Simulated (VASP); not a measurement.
Set up this calculation in VASP 6.6.1, as the native input.

```yaml
Task: single point
Functional: PBEsol
Potentials_or_basis: VASP PAW PBE potentials, release 64 (Ta_sv_GW, N)
Cutoff: 700 eV
k_mesh: 14 × 14 × 10
Occupations: gaussian, width 0.15 eV
Spin: no spin polarisation
Dipole_correction: no
Further_INCAR_settings: ALGO = Normal; EDIFF = 1e-06; NBANDS = 26
```

The structure of TaN lies in POSCAR:

```
TaN
1.0
    0.0000000000     -2.1874436362     -2.1874436362
    0.0000000000      2.1874436362     -2.1874436362
    4.3748872723      0.0000000000      0.0000000000
Ta N
2 2
Direct
    0.5118583951      0.4881416049      0.0000000000
   -0.0118583951      0.0118583951      0.5000000000
    0.4869710929      0.5130289071      0.5000000000
    0.0130289071     -0.0130289071      0.0000000000
```

This cell differs from its parent crystal: atoms displaced along a vibrational mode.

One way to write it, as run:

INCAR

```
SYSTEM = TaN
PREC = Accurate ; ENCUT = 700
EDIFF = 1E-6 ; ISMEAR = 0
SIGMA = 0.15 ; LREAL = .False.
LASPH = .True. ; NELM = 120
ALGO = Normal ; ISIF = 2
LWAVE = .False. ; LCHARG = .False.
GGA = PS ; NBANDS = 26
GGA_COMPAT = .False.
```

KPOINTS

```
regular mesh
0
Gamma
  14 14 10
  0 0 0
```

Potentials or basis: VASP PAW PBE potentials, release 64 (Ta_sv_GW, N).

Run with:

```bash
$ cat potpaw_PBE.64/Ta_sv_GW/POTCAR potpaw_PBE.64/N/POTCAR > POTCAR
$ mpirun -np 1 vasp_std > vasp.out
```

Results of the run:

| Quantity | Value |
| --- | --- |
| Pressure | 0.2 GPa |
| Largest force | 0.248 eV/Å |
| Band gap on the k mesh | zero (bands 18 and 19 overlap by 4.02 eV) |

Caveat: the cell differs from its parent crystal (atoms displaced along a vibrational mode); the PAW data sets were made with another functional, which shifts forces and pressure a little; spin-orbit coupling is left out, which moves the levels of the heavy elements.

Run time: 6.9 min on 1 thread of Intel(R) Xeon(R) Platinum 8488C (Sapphire Rapids) (shared host), peak memory 0.58 GiB.
